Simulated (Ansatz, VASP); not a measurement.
**Nb: VASP beside Ansatz**

File INCAR:

```
  PREC = Accurate
  ENCUT = 520
  EDIFF = 1E-6
  ISMEAR = -1
  SIGMA = 0.1
  LREAL = False
  LASPH = True
  NELM = 80
  ALGO = Normal
  ISIF = 2
  LWAVE = False
  LCHARG = False
  GGA = CA
  NBANDS = 20
```

KPOINTS

```
Automatic mesh
0
Gamma
  15 15 8
```

File POSCAR:

```
Nb
1.0
   -1.9589641945      1.9590414750      1.4021648076
    1.9590414750     -1.9589641945      1.4021648076
    3.5594036034      3.5594036034     -1.4020232682
Nb
2
Direct
    0.0002466825      0.9997533175      0.0000000000
    0.7497533175      0.2502466825      0.5000000000
```

Input for Ansatz:

```yaml
crystal:
  lattice:
    - [-1.9589641945, 1.959041475, 1.4021648076]
    - [1.959041475, -1.9589641945, 1.4021648076]
    - [3.5594036034, 3.5594036034, -1.4020232682]
  atoms:
    - { symbol: Nb, position: [0.0002466825, 0.9997533175, 0.0] }
    - { symbol: Nb, position: [0.7497533175, 0.2502466825, 0.5] }
hamiltonian:
  xc: lda
  pseudopotentials:
    kind: paw
    azcp:
      Nb: "pseudopotentials/Nb.paw.azcp"
basis:
  ecutwfc: 420
  fft_grid_basis: typed
kpoints:
  mp_grid: { grid: [15, 15, 8], shift: [0, 0, 0] }
magnetization:
  spin_polarized: false
scf:
  occupations: { method: fermi_dirac, width: 0.1 }
  lower_state_search: "off"
output:
  stress: true
```

Alike in both runs: task single point; functional LDA; k mesh 15 × 15 × 8; occupations fermi-dirac, width 0.1 eV; no spin polarisation.

|  | VASP | Ansatz |
| --- | --- | --- |
| version | VASP 6.6.1 | Ansatz 0.2.0 |
| potentials or method | VASP PAW LDA potentials, release 64 (Nb_sv), cutoff 520 eV | plane waves (420 eV) with PAW, scalar-relativistic |
| valence electrons in the cell | 26 | 26 |

VASP gave:

* pressure (GPa): -17.1
* traceless stress, the component that is largest in VASP (GPa): 0.35

Q: What did Ansatz give for the same quantities?

A: Pressure (GPa): -17.0; traceless stress, the component that is largest in VASP (GPa): 0.35.

Ansatz warns that its potentials were made for another functional, while VASP's fit it. LDA's correlation is that of Perdew and Zunger in VASP and of Perdew and Wang (1992) in Ansatz.
